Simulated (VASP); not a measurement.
# MnF2 (P4_2/mnm) in VASP: notebook

Runs on MnF2. Level: PBEsol+U. Tasks: single point.

Program: VASP 6.6.1. These are calculated values, not measurements. Logs are shortened: lines on timing, memory, paths and dates and some standing lists are left out, and cuts for length are marked.

**1. The cell of the first run**

The structure is tetragonal, space group P4_2/mnm (No. 136). The conventional cell has a = 4.873 Å, b = 4.873 Å, c = 3.310 Å, α = 90.00°, β = 90.00°, γ = 90.00°. Mn (site symmetry mmm) has 6 F at 2.10 to 2.13 Å within 2.8 Å. F (site symmetry m2m) has 3 Mn at 2.10 to 2.13 Å and 1 F at 2.69 Å within 2.8 Å.

**2. Single point, PBEsol+U, collinear spin, ferromagnetic start**

Contents of INCAR:

```
SYSTEM = MnF2
PREC = Accurate
ENCUT = 520
EDIFF = 1E-7
ISMEAR = 0
SIGMA = 0.05
LREAL = .False.
LASPH = .True.
NELM = 150
ALGO = Normal
ISIF = 2
LWAVE = .False.
LCHARG = .True.
ISPIN = 2
MAGMOM = 2.58 2.58 0.02 0.02 0.02 0.02
LORBIT = 11
LMAXMIX = 4
LDAU = .True.
LDAUTYPE = 2
LDAUL = 2 -1
LDAUU = 3 0
LDAUJ = 0 0
LDAUPRINT = 1
GGA = PS
LELF = .True.
LVHAR = .True.
NBANDS = 40
```

Contents of KPOINTS:

```
Automatic mesh
0
Gamma
  4 4 6
  0 0 0
```

Contents of POSCAR:

```
MnF2
1.0
    4.8733996600      0.0000000000      0.0000000000
    0.0000000000      4.8733996600      0.0000000000
    0.0000000000      0.0000000000      3.3098997700
Mn F
2 4
Direct
    0.0000000000      0.0000000000      0.0000000000
    0.5000000000      0.5000000000      0.5000000000
    0.3050000000      0.3050000000      0.0000000000
    0.1950000000      0.8050000000      0.5000000000
    0.6950000000      0.6950000000      0.0000000000
    0.8050000000      0.1950000000      0.5000000000
```

Potentials or basis: VASP PAW PBE potentials, release 64 (Mn_pv, F).

Command:

```
> cat potpaw_PBE.64/Mn_pv/POTCAR potpaw_PBE.64/F/POTCAR > POTCAR
> mpirun -np 1 vasp_std > vasp.out
```

OUTCAR:

```text
SYSTEM = MnF2
   PREC = Accurate
   ENCUT = 520
   EDIFF = 1E-7
   ISMEAR = 0
   LREAL = .False.
   LASPH = .True.
   NELM = 150
   ISIF = 2
   ISPIN = 2
   LORBIT = 11
   GGA = PS

 ion  position               nearest neighbor table
   1  0.000  0.000  0.000-   3 2.10   5 2.10   4 2.13   6 2.13   4 2.13   6 2.13
   2  0.500  0.500  0.500-   4 2.10   6 2.10   5 2.13   3 2.13   3 2.13   5 2.13
   3  0.305  0.305  0.000-   1 2.10   2 2.13   2 2.13
   4  0.195  0.805  0.500-   2 2.10   1 2.13   1 2.13
   5  0.695  0.695  0.000-   1 2.10   2 2.13   2 2.13
   6  0.805  0.195  0.500-   2 2.10   1 2.13   1 2.13

  LATTYP: Found a simple tetragonal cell.
 ALAT       =     4.8733996600
 C/A-ratio  =     0.6791767556

  Lattice vectors:

 A1 = (   4.8733996600,   0.0000000000,   0.0000000000)
 A2 = (   0.0000000000,   4.8733996600,   0.0000000000)
 A3 = (   0.0000000000,   0.0000000000,   3.3098997700)

Analysis of symmetry for initial positions (statically):
=====================================================================
 Subroutine PRICEL returns:
 Original cell was already a primitive cell.

 Routine SETGRP: Setting up the symmetry group for a
 simple tetragonal supercell.

 Subroutine GETGRP returns: Found 16 space group operations
 (whereof  8 operations were pure point group operations)
 out of a pool of 16 trial point group operations.

The static configuration has the point symmetry D_2h.
 The point group associated with its full space group is D_4h.

Analysis of symmetry for dynamics (positions and initial velocities):
=====================================================================
 Subroutine PRICEL returns:
 Original cell was already a primitive cell.

 Routine SETGRP: Setting up the symmetry group for a
 simple tetragonal supercell.

 Subroutine GETGRP returns: Found 16 space group operations
 (whereof  8 operations were pure point group operations)
 out of a pool of 16 trial point group operations.

The dynamic configuration has the point symmetry D_2h.
 The point group associated with its full space group is D_4h.

Analysis of structural, dynamic, and magnetic symmetry:
=====================================================================
 Subroutine PRICEL returns:
 Original cell was already a primitive cell.

 Routine SETGRP: Setting up the symmetry group for a
 simple tetragonal supercell.

 Subroutine GETGRP returns: Found 16 space group operations
 (whereof  8 operations were pure point group operations)
 out of a pool of 16 trial point group operations.

The overall configuration has the point symmetry D_2h.
 The point group associated with its full space group is D_4h.

 Subroutine INISYM returns: Found 16 space group operations
 (whereof  8 operations are pure point group operations),
 and found     1 'primitive' translations

----------------------------------------------------------------------------------------

                                     Primitive cell

  volume of cell :      78.6102

  direct lattice vectors                    reciprocal lattice vectors
     4.873399660  0.000000000  0.000000000     0.205195566  0.000000000  0.000000000
     0.000000000  4.873399660  0.000000000     0.000000000  0.205195566  0.000000000
     0.000000000  0.000000000  3.309899770     0.000000000  0.000000000  0.302123952

  length of vectors
     4.873399660  4.873399660  3.309899770     0.205195566  0.205195566  0.302123952

  position of ions in fractional coordinates (direct lattice)
     0.000000000  0.000000000  0.000000000
     0.500000000  0.500000000  0.500000000
     0.305000000  0.305000000  0.000000000
     0.195000000  0.805000000  0.500000000
     0.695000000  0.695000000  0.000000000
     0.805000000  0.195000000  0.500000000

  ion indices of the primitive-cell ions
   primitive index   ion index
                 1           1
                 2           2
                 3           3
                 4           4
                 5           5
                 6           6

----------------------------------------------------------------------------------------

[... 109 lines left out ...]

 number of electron      54.0000033 magnetization       9.9999963

atom =   1  type =  1  l = 2

 onsite density matrix

spin component  1

  0.9678  0.0000 -0.0201  0.0000 -0.0000
  0.0000  0.9627  0.0000 -0.0172  0.0000
 -0.0201  0.0000  0.9572  0.0000  0.0000
  0.0000 -0.0172  0.0000  0.9627  0.0000
 -0.0000  0.0000  0.0000  0.0000  0.9454

spin component  2

  0.0471  0.0000 -0.0259  0.0000  0.0000
  0.0000  0.0386  0.0000 -0.0228  0.0000
 -0.0259  0.0000  0.0316  0.0000 -0.0000
  0.0000 -0.0228  0.0000  0.0386  0.0000
  0.0000  0.0000 -0.0000  0.0000  0.0146

 occupancies and eigenvectors

  o =  0.0123  v =  0.0000  0.0000  0.0000  0.0000  0.0000 -0.5970  0.0000 -0.8022  0.0000 -0.0000      0.0000  0.0000  0.0000  0.0000  0.0000  0.0000  0.0000  0.0000  0.0000  0.0000
  o =  0.0146  v =  0.0000  0.0000  0.0000  0.0000  0.0000 -0.0000 -0.0000 -0.0000  0.0000  1.0000      0.0000  0.0000  0.0000  0.0000  0.0000  0.0000  0.0000  0.0000  0.0000  0.0000
  o =  0.0158  v =  0.0000  0.0000  0.0000  0.0000  0.0000  0.0000 -0.7071  0.0000 -0.7071 -0.0000      0.0000  0.0000  0.0000  0.0000  0.0000  0.0000  0.0000  0.0000  0.0000  0.0000
  o =  0.0615  v =  0.0000  0.0000  0.0000  0.0000  0.0000  0.0000  0.7071  0.0000 -0.7071  0.0000      0.0000  0.0000  0.0000  0.0000  0.0000  0.0000  0.0000  0.0000  0.0000  0.0000
  o =  0.0664  v =  0.0000  0.0000  0.0000  0.0000  0.0000 -0.8022  0.0000  0.5970  0.0000 -0.0000      0.0000  0.0000  0.0000  0.0000  0.0000  0.0000  0.0000  0.0000  0.0000  0.0000
  o =  0.9417  v = -0.6108  0.0000 -0.7918  0.0000 -0.0000  0.0000  0.0000  0.0000  0.0000  0.0000      0.0000  0.0000  0.0000  0.0000  0.0000  0.0000  0.0000  0.0000  0.0000  0.0000
  o =  0.9454  v =  0.0000 -0.0000  0.0000 -0.0000 -1.0000  0.0000  0.0000  0.0000  0.0000  0.0000      0.0000  0.0000  0.0000  0.0000  0.0000  0.0000  0.0000  0.0000  0.0000  0.0000
  o =  0.9455  v =  0.0000  0.7071  0.0000  0.7071 -0.0000  0.0000  0.0000  0.0000  0.0000  0.0000      0.0000  0.0000  0.0000  0.0000  0.0000  0.0000  0.0000  0.0000  0.0000  0.0000
  o =  0.9799  v =  0.0000 -0.7071 -0.0000  0.7071  0.0000  0.0000  0.0000  0.0000  0.0000  0.0000      0.0000  0.0000  0.0000  0.0000  0.0000  0.0000  0.0000  0.0000  0.0000  0.0000
  o =  0.9833  v = -0.7918  0.0000  0.6108  0.0000  0.0000  0.0000  0.0000  0.0000  0.0000  0.0000      0.0000  0.0000  0.0000  0.0000  0.0000  0.0000  0.0000  0.0000  0.0000  0.0000

atom =   2  type =  1  l = 2

 onsite density matrix

spin component  1

  0.9678  0.0000  0.0201  0.0000 -0.0000
  0.0000  0.9627  0.0000  0.0172  0.0000
  0.0201  0.0000  0.9572  0.0000  0.0000
  0.0000  0.0172  0.0000  0.9627  0.0000
 -0.0000  0.0000  0.0000  0.0000  0.9454

spin component  2

  0.0471  0.0000  0.0259  0.0000  0.0000
  0.0000  0.0386  0.0000  0.0228  0.0000
  0.0259  0.0000  0.0316  0.0000 -0.0000
  0.0000  0.0228  0.0000  0.0386  0.0000
  0.0000  0.0000 -0.0000  0.0000  0.0146

 occupancies and eigenvectors

  o =  0.0123  v =  0.0000  0.0000  0.0000  0.0000  0.0000 -0.5970 -0.0000  0.8022  0.0000  0.0000      0.0000  0.0000  0.0000  0.0000  0.0000  0.0000  0.0000  0.0000  0.0000  0.0000
  o =  0.0146  v =  0.0000  0.0000  0.0000  0.0000  0.0000 -0.0000  0.0000  0.0000  0.0000 -1.0000      0.0000  0.0000  0.0000  0.0000  0.0000  0.0000  0.0000  0.0000  0.0000  0.0000
  o =  0.0158  v =  0.0000  0.0000  0.0000  0.0000  0.0000  0.0000 -0.7071  0.0000  0.7071 -0.0000      0.0000  0.0000  0.0000  0.0000  0.0000  0.0000  0.0000  0.0000  0.0000  0.0000
  o =  0.0615  v =  0.0000  0.0000  0.0000  0.0000  0.0000  0.0000 -0.7071  0.0000 -0.7071 -0.0000      0.0000  0.0000  0.0000  0.0000  0.0000  0.0000  0.0000  0.0000  0.0000  0.0000
  o =  0.0664  v =  0.0000  0.0000  0.0000  0.0000  0.0000 -0.8022 -0.0000 -0.5970  0.0000  0.0000      0.0000  0.0000  0.0000  0.0000  0.0000  0.0000  0.0000  0.0000  0.0000  0.0000
  o =  0.9417  v = -0.6108  0.0000  0.7918  0.0000 -0.0000  0.0000  0.0000  0.0000  0.0000  0.0000      0.0000  0.0000  0.0000  0.0000  0.0000  0.0000  0.0000  0.0000  0.0000  0.0000
  o =  0.9454  v =  0.0000 -0.0000  0.0000  0.0000  1.0000  0.0000  0.0000  0.0000  0.0000  0.0000      0.0000  0.0000  0.0000  0.0000  0.0000  0.0000  0.0000  0.0000  0.0000  0.0000
  o =  0.9455  v =  0.0000  0.7071  0.0000 -0.7071  0.0000  0.0000  0.0000  0.0000  0.0000  0.0000      0.0000  0.0000  0.0000  0.0000  0.0000  0.0000  0.0000  0.0000  0.0000  0.0000
  o =  0.9799  v =  0.0000  0.7071  0.0000  0.7071  0.0000  0.0000  0.0000  0.0000  0.0000  0.0000      0.0000  0.0000  0.0000  0.0000  0.0000  0.0000  0.0000  0.0000  0.0000  0.0000
  o =  0.9833  v = -0.7918  0.0000 -0.6108  0.0000  0.0000  0.0000  0.0000  0.0000  0.0000  0.0000      0.0000  0.0000  0.0000  0.0000  0.0000  0.0000  0.0000  0.0000  0.0000  0.0000

 number of electron      54.0000033 magnetization      10.0000024

 Free energy of the ion-electron system (eV)
  ---------------------------------------------------
  ext. energy  EPLUGINS =         0.00000000
  ---------------------------------------------------
  free energy    TOTEN  =       -39.46062937 eV

  energy without entropy =      -39.46062937  energy(sigma->0) =      -39.46062937

 E-fermi :   2.5898     XC(G=0):  -9.9906

 val. band max:        2.3376382234   @ k =   0.0000   0.0000   0.0000
 cond. band min:       4.2745777777   @ k =   0.0000   0.0000   0.0000
 fundamental gap:      1.9369395544
 Fermi energy:         2.5897840481

 spin component 1

 k-point     1 :       0.0000    0.0000    0.0000
  band No.  band energies     occupation
      1     -46.7258      1.00000
      2     -46.7258      1.00000
      3     -46.6675      1.00000
      4     -46.6675      1.00000
      5     -46.6628      1.00000
      6     -46.6609      1.00000
[... 997 lines left out ...]
     38      11.8714      0.00000
     39      11.9613      0.00000
 Fermi energy:         2.5897840481

 spin component 2

 k-point     1 :       0.0000    0.0000    0.0000
  band No.  band energies     occupation
      1     -41.7553      1.00000
      2     -41.7553      1.00000
      3     -41.6886      1.00000
      4     -41.6886      1.00000
      5     -41.6806      1.00000
      6     -41.6778      1.00000
[... 997 lines left out ...]
     38      12.6197      0.00000
     39      12.9672      0.00000
 [bands above 39 left out]

------------------------ aborting loop because EDIFF is reached ----------------------------------------

  FORCE on cell =-STRESS in cart. coord.  units (eV):
  Direction    XX          YY          ZZ          XY          YZ          ZX
  --------------------------------------------------------------------------------------
  -------------------------------------------------------------------------------------
  Total        0.2083667      0.2083667      0.1087631      0.0000000      0.0000000      0.0000000
  in kB        4.2467819      4.2467819      2.2167330      0.0000000      0.0000000      0.0000000
  external PRESSURE =       3.5700989 kB  Pullay stress =       0.0000000 kB

 VOLUME and BASIS-vectors are now :
 -----------------------------------------------------------------------------
  energy-cutoff  :      520.00
  volume of cell :       78.61
      direct lattice vectors                 reciprocal lattice vectors
     4.873399660  0.000000000  0.000000000     0.205195566  0.000000000  0.000000000
     0.000000000  4.873399660  0.000000000     0.000000000  0.205195566  0.000000000
     0.000000000  0.000000000  3.309899770     0.000000000  0.000000000  0.302123952

 POSITION                                       TOTAL-FORCE (eV/Angst)
 -----------------------------------------------------------------------------------
      0.00000      0.00000      0.00000        -0.000000     -0.000000      0.000000
      2.43670      2.43670      1.65495        -0.000000     -0.000000      0.000000
      1.48639      1.48639      0.00000         0.006753      0.006753      0.000000
      0.95031      3.92309      1.65495        -0.006753      0.006753      0.000000
      3.38701      3.38701      0.00000        -0.006753     -0.006753     -0.000000
      3.92309      0.95031      1.65495         0.006753     -0.006753     -0.000000
 -----------------------------------------------------------------------------------
    total drift:                                0.000000      0.000000      0.000000

  FREE ENERGIE OF THE ION-ELECTRON SYSTEM (eV)
  ---------------------------------------------------
  free  energy   TOTEN  =       -39.4606293664 eV

  energy  without entropy=      -39.4606293664  energy(sigma->0) =      -39.46062937

 total charge

# of ion       s       p       d       tot
------------------------------------------
    1        0.168   6.151   4.947  11.267
    2        0.168   6.151   4.947  11.267
    3        1.731   4.361   0.000   6.092
    4        1.731   4.361   0.000   6.092
    5        1.731   4.361   0.000   6.092
    6        1.731   4.361   0.000   6.092
--------------------------------------------------
tot          7.261  29.746   9.895  46.902

 magnetization (x)

# of ion       s       p       d       tot
------------------------------------------
    1        0.024   0.023   4.616   4.662
    2        0.024   0.023   4.616   4.662
    3        0.007   0.054   0.000   0.061
    4        0.007   0.054   0.000   0.061
    5        0.007   0.054   0.000   0.061
    6        0.007   0.054   0.000   0.061
--------------------------------------------------
tot          0.075   0.262   9.231   9.569
```

Wall time 1.7 min (1 thread of Intel Xeon Platinum 8488C (Sapphire Rapids), shared host); peak memory 0.27 GiB.

Results:

- Free energy: -39.4606 eV
- Pressure: 0.4 GPa
- Largest force: 0.010 eV/Å
- Band gap on the k mesh: 1.94 eV, direct
- Net moment: 10.00 μB per cell
- Site moments: Mn +4.66; F +0.06 μB
- Valence electrons inside the program's atomic spheres: Mn 11.27; F 6.09

Forces on the atoms (eV/Å):
```
Mn   0.000  0.000  0.000
Mn   0.000  0.000  0.000
F    0.007  0.007  0.000
F   -0.007  0.007  0.000
F   -0.007 -0.007  0.000
F    0.007 -0.007  0.000
```

Stress tensor (GPa, compression positive):
```
0.42 0.00 0.00
0.00 0.42 0.00
0.00 0.00 0.22
```

Eigenvalues of the final occupation matrices:
```tsv
site	spin	trace	eigenvalues
site 1 d	1	4.80	0.94 0.95 0.95 0.98 0.98
site 1 d	2	0.17	0.01 0.01 0.02 0.06 0.07
site 2 d	1	4.80	0.94 0.95 0.95 0.98 0.98
site 2 d	2	0.17	0.01 0.01 0.02 0.06 0.07
```

Caveat: the PAW data sets were made with another functional, which shifts forces and pressure a little; only a ferromagnetic start was run, and an antiferromagnetic order may lie lower in energy. The state reached can hang on the start; a lower one may exist.

**3. Single point, PBEsol+U, collinear spin, ferromagnetic start**

Contents of INCAR:

```
SYSTEM = MnF2
ALGO = Normal
EDIFF = 1E-6
ENCUT = 520
GGA = PS
ISIF = 2
ISMEAR = 0
ISPIN = 2
LASPH = .True.
LCHARG = .False.
LDAU = .True.
LDAUJ = 0 0
LDAUL = 2 -1
LDAUPRINT = 1
LDAUTYPE = 2
LDAUU = 3 0
LMAXMIX = 4
LORBIT = 11
LREAL = .False.
LWAVE = .False.
MAGMOM = 4.64 4.64 0.08 0.08 0.08 0.08
NBANDS = 40
NELM = 150
NUPDOWN = 10.0
PREC = Accurate
SIGMA = 0.05
```

Contents of KPOINTS:

```
k-points
0
Gamma
  4 4 6
  0 0 0
```

POSCAR is that of step 2.

Potentials or basis: VASP PAW PBE potentials, release 64 (Mn_pv, F).

Command:

```
> cat potpaw_PBE.64/Mn_pv/POTCAR potpaw_PBE.64/F/POTCAR > POTCAR
> mpirun -np 1 vasp_std > vasp.out
```

Wall time 89 s (1 thread of Intel Xeon Platinum 8488C (Sapphire Rapids), shared host); peak memory 0.27 GiB.

The run converged. Its results:

* Free energy: -39.4606 eV
* Pressure: 0.4 GPa
* Largest force: 0.010 eV/Å
* Net moment: 10.00 μB per cell
* Site moments: Mn +4.66; F +0.06 μB
* Valence electrons inside the program's atomic spheres: Mn 11.27; F 6.09

Forces in eV/Å, atoms in the order of the input:
```
Mn   0.000  0.000  0.000
Mn   0.000  0.000  0.000
F    0.007  0.007  0.000
F   -0.007  0.007  0.000
F   -0.007 -0.007  0.000
F    0.007 -0.007  0.000
```

Stress tensor (GPa, compression positive):
```
0.43 0.00 0.00
0.00 0.43 0.00
0.00 0.00 0.22
```

Eigenvalues of the final occupation matrices:
| site | spin | trace | eigenvalues |
| --- | --- | --- | --- |
| site 1 d | 1 | 4.80 | 0.94 0.95 0.95 0.98 0.98 |
| site 1 d | 2 | 0.17 | 0.01 0.01 0.02 0.06 0.07 |
| site 2 d | 1 | 4.80 | 0.94 0.95 0.95 0.98 0.98 |
| site 2 d | 2 | 0.17 | 0.01 0.01 0.02 0.06 0.07 |

Caveat: the PAW data sets were made with another functional, which shifts forces and pressure a little; the total moment is fixed, so each spin has its own Fermi level; only a ferromagnetic start was run, and an antiferromagnetic order may lie lower in energy. The state reached can hang on the start; a lower one may exist.

**4. Single point, PBEsol+U, collinear spin, ferromagnetic start**

Contents of INCAR:

```
SYSTEM = MnF2
PREC = Accurate
ENCUT = 520
EDIFF = 1E-7
ISMEAR = 0
SIGMA = 0.05
LREAL = .FALSE.
LASPH = .TRUE.
NELM = 150
ALGO = Normal
ISIF = 2
LWAVE = .FALSE.
LCHARG = .TRUE.
ISPIN = 2
MAGMOM = 2.5 2.5 0 0 0 0
LORBIT = 11
NUPDOWN = 5.0
LMAXMIX = 4
LDAU = .TRUE.
LDAUTYPE = 2
LDAUL = 2 -1
LDAUU = 3 0
LDAUJ = 0 0
LDAUPRINT = 1
GGA = PS
LELF = .TRUE.
LVHAR = .TRUE.
NBANDS = 40
```

Contents of KPOINTS:

```
Automatic mesh
0
G
  4 4 6
  0 0 0
```

POSCAR is that of step 3.

Command:

```
> cat potpaw_PBE.64/Mn_pv/POTCAR potpaw_PBE.64/F/POTCAR > POTCAR
> mpirun -np 1 vasp_std > vasp.out
```

Run time: 7.3 min. Hardware: 1 thread of Intel Xeon Platinum 8488C (Sapphire Rapids), shared host; peak memory 0.28 GiB.

It converged, with:

| Quantity | Value |
| --- | --- |
| Free energy | -33.7795 eV |
| Pressure | -5.4 GPa |
| Largest force | 0.027 eV/Å |
| Net moment | 5.00 μB per cell |
| Site moments | Mn +2.40; F -0.01 μB |
| Valence electrons inside the program's atomic spheres | Mn 11.30; F 6.07 |

Forces on the atoms (eV/Å):
```
Mn   0.000  0.000  0.000
Mn   0.000  0.000  0.000
F   -0.019 -0.019  0.000
F    0.019 -0.019  0.000
F    0.019  0.019  0.000
F   -0.019  0.019  0.000
```

Stress tensor (GPa, compression positive):
```
-5.69  0.00  0.00
 0.00 -5.69  0.00
 0.00  0.00 -4.83
```

Eigenvalues of the final occupation matrices:
| site | spin | trace | eigenvalues |
| --- | --- | --- | --- |
| site 1 d | 1 | 3.70 | 0.10 0.78 0.94 0.94 0.94 |
| site 1 d | 2 | 1.31 | 0.02 0.02 0.07 0.25 0.95 |
| site 2 d | 1 | 3.70 | 0.10 0.78 0.94 0.94 0.94 |
| site 2 d | 2 | 1.31 | 0.02 0.02 0.07 0.25 0.95 |

Caveat: the PAW data sets were made with another functional, which shifts forces and pressure a little; the total moment is fixed, so each spin has its own Fermi level; only a ferromagnetic start was run, and an antiferromagnetic order may lie lower in energy.

[end of part 1 of 2]
